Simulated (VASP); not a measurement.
# ScAl3 (P-6m2) in VASP: notebook

Runs on ScAl3. Level: PBE. Tasks: single point, relaxation of cell and atoms.

All numbers are computed with VASP 6.6.1; they aren't measurements. Logs are shortened: lines on timing, memory, paths and dates and some standing lists are left out, and cuts for length are marked.

## (1) The cell of the first run

Symmetry: P-6m2, No. 187, hexagonal system. Conventional cell: a = 3.048 Å, b = 3.048 Å, c = 9.207 Å, α = 90.00°, β = 90.00°, γ = 120.00°. Sc (site symmetry -6m2) has 6 Al at 2.97 Å and 6 Sc at 3.05 Å within 3.9 Å. Al (site symmetry -6m2) has 12 Al at 2.83 to 3.05 Å within 3.7 Å. Within 3.7 Å of Al (site symmetry 3m) lie 9 Al at 2.83 to 3.05 Å and 3 Sc at 2.97 Å.

The cell was generated, and may not be a known phase.

## (2) Single point, PBE

INCAR reads:

```
PREC = Accurate
ENCUT = 520
EDIFF = 1E-6
ISMEAR = 0
SIGMA = 0.1
LREAL = F
LASPH = T
NELM = 100
ALGO = Fast
ISIF = 2
LWAVE = F
LCHARG = F
GGA = PE
NBANDS = 18
```

KPOINTS reads:

```
regular mesh
0
Gamma
  18 18 6
```

POSCAR reads:

```
ScAl3
1.0
    3.0484802501      0.0000000000      0.0000000000
   -1.5242401250      2.6400613395      0.0000000000
    0.0000000000      0.0000000000      9.2073774777
Sc Al
1 3
Direct
    0.0000000000      0.0000000000      0.0000000000
    0.0000000000      0.0000000000      0.5000000000
    0.6666666667      0.3333333333      0.2598853390
    0.6666666667      0.3333333333      0.7401146610
```

Potentials or basis: VASP PAW PBE potentials, release 64 (Sc_sv, Al).

Run with:

```bash
$ cat potpaw_PBE.64/Sc_sv/POTCAR potpaw_PBE.64/Al/POTCAR > POTCAR
$ mpirun -np 1 vasp_std > vasp.out
```

OUTCAR:

```text
PREC = Accurate
   ENCUT = 520
   EDIFF = 1E-6
   ISMEAR = 0
   LREAL = F
   LASPH = T
   NELM = 100
   ISIF = 2
   GGA = PE

 ion  position               nearest neighbor table
   1  0.000  0.000  0.000-   3 2.97   4 2.97   3 2.97   4 2.97   3 2.97   4 2.97
   2  0.000  0.000  0.500-   3 2.83   4 2.83   3 2.83   4 2.83   3 2.83   4 2.83
   3  0.667  0.333  0.260-   2 2.83   2 2.83   2 2.83   1 2.97   1 2.97   1 2.97
   4  0.667  0.333  0.740-   2 2.83   2 2.83   2 2.83   1 2.97   1 2.97   1 2.97

  LATTYP: Found a hexagonal cell.
 ALAT       =     3.0484802501
 C/A-ratio  =     3.0203172474

  Lattice vectors:

 A1 = (   3.0484802501,   0.0000000000,   0.0000000000)
 A2 = (  -1.5242401250,   2.6400613395,   0.0000000000)
 A3 = (   0.0000000000,   0.0000000000,   9.2073774777)

Analysis of symmetry for initial positions (statically):
=====================================================================
 Subroutine PRICEL returns:
 Original cell was already a primitive cell.

 Routine SETGRP: Setting up the symmetry group for a
 hexagonal supercell.

 Subroutine GETGRP returns: Found 12 space group operations
 (whereof 12 operations were pure point group operations)
 out of a pool of 24 trial point group operations.

The static configuration has the point symmetry D_3h.

Analysis of symmetry for dynamics (positions and initial velocities):
=====================================================================
 Subroutine PRICEL returns:
 Original cell was already a primitive cell.

 Routine SETGRP: Setting up the symmetry group for a
 hexagonal supercell.

 Subroutine GETGRP returns: Found 12 space group operations
 (whereof 12 operations were pure point group operations)
 out of a pool of 24 trial point group operations.

The dynamic configuration has the point symmetry D_3h.

 Subroutine INISYM returns: Found 12 space group operations
 (whereof 12 operations are pure point group operations),
 and found     1 'primitive' translations

----------------------------------------------------------------------------------------

                                     Primitive cell

  volume of cell :      74.1026

  direct lattice vectors                    reciprocal lattice vectors
     3.048480250  0.000000000  0.000000000     0.328032304  0.189389539  0.000000000
    -1.524240125  2.640061339  0.000000000     0.000000000  0.378779078  0.000000000
     0.000000000  0.000000000  9.207377478     0.000000000  0.000000000  0.108608559

  length of vectors
     3.048480250  3.048480250  9.207377478     0.378779078  0.378779078  0.108608559

  position of ions in fractional coordinates (direct lattice)
     0.000000000  0.000000000  0.000000000
     0.000000000  0.000000000  0.500000000
     0.666666667  0.333333333  0.259885339
     0.666666667  0.333333333  0.740114661

  ion indices of the primitive-cell ions
   primitive index   ion index
                 1           1
                 2           2
                 3           3
                 4           4

----------------------------------------------------------------------------------------

 KPOINTS: regular mesh

Automatic generation of k-mesh.
 Grid dimensions read from file:
 generate k-points for:   18   18    6

 Generating k-lattice:

  Cartesian coordinates                     Fractional coordinates (reciprocal lattice)
     0.018224017  0.010521641  0.000000000     0.055555556  0.000000000  0.000000000
     0.000000000  0.021043282  0.000000000     0.000000000  0.055555556  0.000000000
     0.000000000  0.000000000  0.018101426     0.000000000  0.000000000  0.166666667

  Length of vectors
     0.021043282  0.021043282  0.018101426

  Shift w.r.t. Gamma in fractional coordinates (k-lattice)
     0.000000000  0.000000000  0.000000000

 Subroutine IBZKPT returns following result:
 ===========================================

 Found    148 irreducible k-points:

 Following reciprocal coordinates:
            Coordinates               Weight
  0.000000  0.000000  0.000000      1.000000
  0.055556  0.000000  0.000000      6.000000
  0.111111  0.000000  0.000000      6.000000
  0.166667  0.000000  0.000000      6.000000
  0.222222  0.000000  0.000000      6.000000
  0.277778  0.000000  0.000000      6.000000
[... 16 lines left out ...]
  0.333333  0.111111  0.000000     12.000000
  0.388889  0.111111  0.000000     12.000000
 [... further k-points ...]
   k-points           NKPTS =    148   k-points in BZ     NKDIM =    148   number of bands    NBANDS=     18
   number of dos      NEDOS =    301   number of ions     NIONS =      4
   total plane-waves  NPLWV =  40320
   dimension x,y,z NGX =    24 NGY =   24 NGZ =   70
   dimension x,y,z NGXF=    48 NGYF=   48 NGZF=  140
   ions per type =               1   3
   NGX,Y,Z   is equivalent  to a cutoff of  13.09, 13.09, 12.64 a.u.
   NGXF,Y,Z  is equivalent  to a cutoff of  26.18, 26.18, 25.28 a.u.
 SYSTEM =  unknown system
   PREC   = accura    normal or accurate (medium, high low for compatibility)
   ISTART =      0    job   : 0-new  1-cont  2-samecut
   ICHARG =      2    charge: 1-file 2-atom 10-const
   ISPIN  =      1    spin polarized calculation?
   LNONCOLLINEAR =      F non collinear calculations
   LSORBIT =      F    spin-orbit coupling
   LASPH  =      T    aspherical Exc in radial PAW
   ENCUT  =  520.0 eV  38.22 Ry    6.18 a.u.   5.67  5.67 17.12*2*pi/ulx,y,z
   NELM   =    100;   NELMIN=  2; NELMDL= -5     # of ELM steps
   EDIFF  = 0.1E-05   stopping-criterion for ELM
   LREAL  =      F    real-space projection
[... 7 lines left out ...]
   TEBEG  =    0.0;   TEEND  =   0.0 temperature during run
   PSTRESS=    0.0 pullay stress
   NELECT =      20.0000    total number of electrons
   NUPDOWN=      -1.0000    fix difference up-down
   EMIN   =  10.00;   EMAX   =-10.00  energy-range for DOS
   EFERMI =   0.00;   METHOD = LEGACY
   ISMEAR =     0;   SIGMA  =   0.10  broadening in eV -4-tet -1-fermi 0-gaus
   EFERMI_NEDOS =   21; number of points for ismear=-14 and -15
   IALGO  =     68    algorithm
   IMIX   =      4    mixing-type and parameters
     AMIX     =   0.40;   BMIX     =  1.00
     AMIX_MAG =   1.60;   BMIX_MAG =  1.00
  volume/ion in A,a.u.               =      18.53       125.02
  Fermi-wavevector in a.u.,A,eV,Ry     =   1.057971  1.999275 15.229033  1.119302
  Thomas-Fermi vector in A             =   2.193263
   LORBIT       =      0    0 simple, 1 ext, 2 COOP (PROOUT), +10 PAW based schemes
   GGA     = PE    functional components
   LHFCALC =     F    Hartree Fock is set to
   AEXX    =    0.0000 exact exchange contribution
   IVDW    =     0    specifies the selected vdW correction
   LEPSILON=     F    determine dielectric tensor
   LRPA    =     F    only Hartree local field effects (RPA)
 non-spin polarized calculation
 RMM-DIIS sequential band-by-band and
 Gauss-broadening in eV      SIGMA  =   0.10
  energy-cutoff  :      520.00
  volume of cell :       74.10
 maximum number of plane-waves:      2022
 NGX is ok and might be reduce to    24

 number of electron      19.9999996 magnetization

 Free energy of the ion-electron system (eV)
  ---------------------------------------------------
  ext. energy  EPLUGINS =         0.00000000
  ---------------------------------------------------
  free energy    TOTEN  =       -17.79917435 eV

  energy without entropy =      -17.78346184  energy(sigma->0) =      -17.79131809

 E-fermi :   6.5321     XC(G=0): -10.1057

 val. band max:        6.5305858393   @ k =   0.3889   0.0000   0.1667
 cond. band min:       6.5322210784   @ k =   0.2778   0.2222   0.0000
 fundamental gap:      0.0016352391
 Fermi energy:         6.5320919744

 k-point     1 :       0.0000    0.0000    0.0000
  band No.  band energies     occupation
      1     -42.5584      2.00000
      2     -21.2848      2.00000
      3     -20.8930      2.00000
      4     -20.8930      2.00000
      5      -3.6099      2.00000
      6      -1.7921      2.00000
[... 10 lines left out ...]
     17      15.1626      0.00000
     18      15.1972      0.00000

 k-point     2 :       0.0556    0.0000    0.0000
  band No.  band energies     occupation
      1     -42.5556      2.00000
      2     -21.2818      2.00000
      3     -20.9115      2.00000
      4     -20.8971      2.00000
      5      -3.5443      2.00000
      6      -1.7302      2.00000
[... 10 lines left out ...]
     17      14.5832      0.00000
     18      15.1425      0.00000

 k-point     3 :       0.1111    0.0000    0.0000
  band No.  band energies     occupation
      1     -42.5476      2.00000
      2     -21.2730      2.00000
      3     -20.9643      2.00000
      4     -20.9089      2.00000
      5      -3.3477      2.00000
      6      -1.5447      2.00000
[... 10 lines left out ...]
     17      13.7717      0.00000
     18      14.3571      0.00000

 k-point     4 :       0.1667    0.0000    0.0000
  band No.  band energies     occupation
      1     -42.5354      2.00000
      2     -21.2594      2.00000
      3     -21.0444      2.00000
      4     -20.9268      2.00000
      5      -3.0209      2.00000
      6      -1.2363      2.00000
[... 375 lines left out ...]
      4     -21.0289      2.00000
      5      -1.0824      2.00000
      6       0.5891      2.00000
[... 10 lines left out ...]
     17      10.5591      0.00000
     18      11.4419      0.00000

 k-point    23 :       0.3333    0.1111    0.0000
  band No.  band energies     occupation
      1     -42.4735      2.00000
      2     -21.4004      2.00000
      3     -21.1910      2.00000
      4     -21.0517      2.00000
      5      -0.2552      2.00000
      6       1.3630      2.00000
[... 10 lines left out ...]
     17      10.7281      0.00000
     18      11.1641      0.00000

 k-point    24 :       0.3889    0.1111    0.0000
  band No.  band energies     occupation
      1     -42.4659      2.00000
      2     -21.4429      2.00000
      3     -21.1827      2.00000
      4     -21.0665      2.00000
      5       0.6834      2.00000
      6       2.2348      2.00000
[... 10 lines left out ...]
     17      10.7434      0.00000
     18      11.0046      0.00000

 [... further k-points ...]
[... 5 lines left out ...]
  --------------------------------------------------------------------------------------
  -------------------------------------------------------------------------------------
  Total        0.0083535      0.0083535      0.0036605      0.0000000      0.0000000      0.0000000
  in kB        0.1806125      0.1806125      0.0791449      0.0000000      0.0000000      0.0000000
  external PRESSURE =       0.1467899 kB  Pullay stress =       0.0000000 kB

 VOLUME and BASIS-vectors are now :
 -----------------------------------------------------------------------------
  energy-cutoff  :      520.00
  volume of cell :       74.10
      direct lattice vectors                 reciprocal lattice vectors
     3.048480250  0.000000000  0.000000000     0.328032304  0.189389539  0.000000000
    -1.524240125  2.640061339  0.000000000     0.000000000  0.378779078  0.000000000
     0.000000000  0.000000000  9.207377478     0.000000000  0.000000000  0.108608559

 POSITION                                       TOTAL-FORCE (eV/Angst)
 -----------------------------------------------------------------------------------
      0.00000      0.00000      0.00000        -0.000000      0.000000      0.000000
      0.00000      0.00000      4.60369         0.000000      0.000000      0.000000
      1.52424      0.88002      2.39286         0.000000      0.000000      0.009610
      1.52424      0.88002      6.81452        -0.000000      0.000000     -0.009610
 -----------------------------------------------------------------------------------
    total drift:                                0.000000     -0.000000     -0.000000

  FREE ENERGIE OF THE ION-ELECTRON SYSTEM (eV)
  ---------------------------------------------------
  free  energy   TOTEN  =       -17.7991743479 eV

  energy  without entropy=      -17.7834618419  energy(sigma->0) =      -17.79131809
```

Run time: 4.8 min. Hardware: 1 thread of Intel Xeon 8259CL, shared host; peak memory 0.33 GiB.

What came out:

- Free energy: -17.7992 eV
- Pressure: 0.0 GPa
- Largest force: 0.010 eV/Å
- Band gap on the k mesh: zero (bands 10 and 11 overlap by 2.87 eV)

Forces on the atoms (eV/Å):
```
Sc   0.000  0.000  0.000
Al   0.000  0.000  0.000
Al   0.000  0.000  0.010
Al   0.000  0.000 -0.010
```

Levels at points of the mesh, in eV from the Fermi level:
| k point | band 8 | band 9 | band 10 | band 11 | band 12 | band 13 |
| --- | --- | --- | --- | --- | --- | --- |
| (0.00, 0.00, 0.00) | -2.65 | -2.13 | 1.71 | 1.93 | 1.93 | 3.44 |
| (0.50, 0.00, 0.00) | -3.34 | -2.15 | -1.32 | -0.20 | -0.05 | 2.44 |
| (0.00, 0.00, 0.50) | -4.49 | -0.66 | 1.68 | 1.93 | 1.93 | 3.44 |
| (0.50, 0.00, 0.50) | -3.23 | -2.24 | -1.14 | -0.33 | 0.72 | 1.44 |

## (3) Relaxation of cell and atoms, PBE

This run uses another cell than the first one, of the same volume but with other edges.

INCAR reads:

```
ALGO     = Fast           # electronic algorithm
EDIFF    = 1E-6           # SCF threshold, eV
EDIFFG   = -0.01          # ionic threshold
ENCUT    = 600            # plane-wave cutoff, eV
GGA      = PE             # functional
IBRION   = 2              # ionic algorithm
ISIF     = 3              # what is computed and relaxed
ISMEAR   = 0              # smearing method
LASPH    = True           # aspherical terms in the spheres
LCHARG   = False          # write CHGCAR
LREAL    = False          # projectors in reciprocal space
LWAVE    = False          # write WAVECAR
NELM     = 80             # most SCF steps
NSW      = 100            # ionic steps
PREC     = Accurate       # precision mode
SIGMA    = 0.1            # smearing width, eV
```

KPOINTS reads:

```
k-points
0
Gamma
  18 18 6
```

POSCAR reads:

```
ScAl3
1.0
    3.0112647783      0.0000000000      0.0000000000
   -1.5056323891      2.6078317955      0.0000000000
    0.0000000000      0.0000000000      9.4220887973
Sc Al
1 3
Direct
    0.0000000000      0.0000000000      0.0000000000
    0.0000000000      0.0000000000      0.5000000000
    0.6666666667      0.3333333333      0.2588960098
    0.6666666667      0.3333333333      0.7411039902
```

Potentials or basis: VASP PAW PBE potentials, release 64 (Sc_sv, Al).

Run with:

```bash
$ cat potpaw_PBE.64/Sc_sv/POTCAR potpaw_PBE.64/Al/POTCAR > POTCAR
$ mpirun -np 1 vasp_std > vasp.out
```

Run time: 16 min. Hardware: 1 thread of Intel Xeon 8259CL, shared host; peak memory 0.37 GiB.

It converged, with:

```
Free energy                           : -17.7996 eV
Relaxed volume                        : 18.53 Å³/atom
Relaxed cell                          : a = 3.050 Å, b = 3.050 Å, c = 9.204 Å, α = 90.00°, β = 90.00°, γ = 120.00°
Space group after relaxing (to 0.1 Å) : P-6m2 (No. 187)
Energy gained by relaxing             : 4.6 meV/atom
Ionic steps                           : 8
Pressure after relaxing               : 0.0 GPa
Largest force after relaxing          : 0.003 eV/Å
Band gap on the k mesh                : zero (bands 10 and 11 overlap by 2.88 eV)
```

Forces in eV/Å, atoms in the order of the input:
```
Sc   0.000  0.000  0.000
Al   0.000  0.000  0.000
Al   0.000  0.000  0.003
Al   0.000  0.000 -0.003
```

Step by step:
```csv
step,energy change (eV),largest force (eV/Å),pressure (GPa),volume (Å³)
1,0.0000,0.0343,-0.23,73.99
2,-0.0139,0.0433,0.24,73.70
3,-0.0168,0.0484,0.59,73.50
4,-0.0183,0.0288,-0.12,74.28
5,-0.0183,0.0316,-0.06,74.19
6,-0.0183,0.0315,-0.05,74.17
7,-0.0184,0.0207,-0.01,74.15
8,-0.0184,0.0032,0.02,74.12
```

Final structure:
```
Sc Al
1.0
     3.04952    0.00000    0.00000
    -1.52476    2.64096    0.00000
     0.00000    0.00000    9.20354
Sc Al
1 3
Direct
  0.00000 0.00000 0.00000
  0.00000 0.00000 0.50000
  0.66667 0.33333 0.25999
  0.66667 0.33333 0.74001
```

Levels at points of the mesh, in eV from the Fermi level:
```tsv
k point	band 6	band 7	band 8	band 9	band 10	band 11	band 12	band 13	band 14
(0.00, 0.00, 0.00)	-8.32	-6.61	-2.64	-2.12	1.72	1.93	1.93	3.43	3.43
(0.50, 0.00, 0.00)	-4.70	-3.66	-3.35	-2.15	-1.32	-0.20	-0.05	2.45	2.50
(0.00, 0.00, 0.50)	-8.68	-5.60	-4.49	-0.65	1.69	1.93	1.93	3.43	3.43
(0.50, 0.00, 0.50)	-4.70	-3.86	-3.24	-2.24	-1.14	-0.33	0.72	1.44	2.48
```
